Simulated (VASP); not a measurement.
HfO2, 3 atoms in the cell. Symmetry: Fm-3m, No. 225, cubic system. The conventional cell has a = 5.098 Å, b = 5.098 Å, c = 5.098 Å, α = 90.00°, β = 90.00°, γ = 90.00°. Within 2.9 Å of Hf (site symmetry m-3m) lie 8 O at 2.21 Å. Within 2.9 Å of O (site symmetry -43m) lie 4 Hf at 2.21 Å and 6 O at 2.55 Å. 

| Property | Result |
| --- | --- |
| Program | VASP 6.6.1 |
| Task | relaxation of cell and atoms |
| Functional | PBEsol |
| Potentials or basis | VASP PAW PBE potentials, release 64 (Hf_pv, O) |
| Cutoff | 600 eV |
| k mesh | 8 × 8 × 8 |
| Occupations | fermi-dirac, width 0.02 eV |
| Spin | no spin polarisation |
| Dipole correction | no |
| Further INCAR settings | ALGO = Normal; EDIFF = 1e-07; IBRION = 2; EDIFFG = -0.005; NSW = 80; ISIF = 3 |

Potentials or basis: VASP PAW PBE potentials, release 64 (Hf_pv, O).

Run with:

```bash
$ cat potpaw_PBE.64/Hf_pv/POTCAR potpaw_PBE.64/O/POTCAR > POTCAR
$ mpirun -np 1 vasp_std > vasp.out
```

Hardware: 1 thread of Intel(R) Xeon(R) 6975P-C (Granite Rapids) (shared host).

Task: How long does it take, and how much memory?

Result: It took 30 s on 1 thread of Intel(R) Xeon(R) 6975P-C (Granite Rapids), on a shared host, peak memory 0.18 GiB. Counts: scf iterations 43, k points 29, ion steps 4.
